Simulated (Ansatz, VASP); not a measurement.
**ZnS in VASP and in Ansatz**

```
Zn S
1.0
     3.80895    0.00000    0.00000
    -1.90448    3.29865    0.00000
     0.00000    0.00000   12.45260
Zn S
4 4
Direct
  0.66667 0.33333 0.74993
  0.33333 0.66667 0.24993
  0.00000 0.00000 0.50000
  0.00000 0.00000 0.00000
  0.66667 0.33333 0.93773
  0.33333 0.66667 0.43773
  0.00000 0.00000 0.68734
  0.00000 0.00000 0.18734
```

Alike in both runs: task electric field gradients; functional PBE; k mesh 8 × 8 × 3; occupations fermi-dirac, width 0.02 eV; no spin polarisation.

|  | VASP | Ansatz |
| --- | --- | --- |
| version | VASP 6.6.1 | Ansatz 0.2.0 |
| potentials or method | VASP PAW PBE potentials, release 64 (Zn, S) | plane-wave PAW, scalar-relativistic |
| plane-wave cutoff (eV) | 520 | 420 |
| valence electrons in the cell | 72 | 72 |

|  | VASP | Ansatz | Ansatz less VASP |
| --- | --- | --- | --- |
| gap on the k mesh at the Fermi level (eV) | 2.19 | 2.19 | -0.005 |
| pressure (GPa) | 2.5 | 2.3 | -0.16 |
| traceless stress, the component that is largest in VASP (GPa) | 0.05 | 0.05 | -0.003 |
| rms of the force components (eV/Å) | 0.006 | 0.006 | -0.0002 |
| size of Vzz on the site where it differs most (V/Å²) | 0.0 | 0.1 | +0.12 |

Atom by atom the forces differ by 0.000 eV/Å (rms over components).
